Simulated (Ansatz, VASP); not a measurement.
**Two plane-wave programs on Zr**

```
CELL_PARAMETERS angstrom
3.20956 0.00000 0.00000
-1.60478 2.77956 0.00000
0.00000 0.00000 5.11914
ATOMIC_POSITIONS crystal
Zr 0.33333 0.66667 0.25000
Zr 0.66667 0.33333 0.75000
```

Alike in both runs: task single point; functional revPBE; k mesh 18 × 18 × 10; occupations fermi-dirac, width 0.05 eV; collinear spin.

|  | VASP | Ansatz |
| --- | --- | --- |
| version | VASP 6.6.1 | Ansatz 0.2.0 |
| potentials or method | VASP PAW PBE potentials, release 64 (Zr_sv), cutoff 520 eV | plane waves (420 eV) with PAW, scalar-relativistic |
| valence electrons in the cell | 24 | 24 |

```tsv
	VASP	Ansatz	Ansatz less VASP
pressure (GPa)	4.0	4.0	+0.01
traceless stress, the component that is largest in VASP (GPa)	0.28	0.29	+0.004
net moment per atom (μB)	0.00	0.00	0.000
```

VASP's potentials were made for PBE, not for revPBE. With one functional, cell and mesh, what is left measures potentials, basis and numerics. Ansatz's warnings: seeded moment not kept.
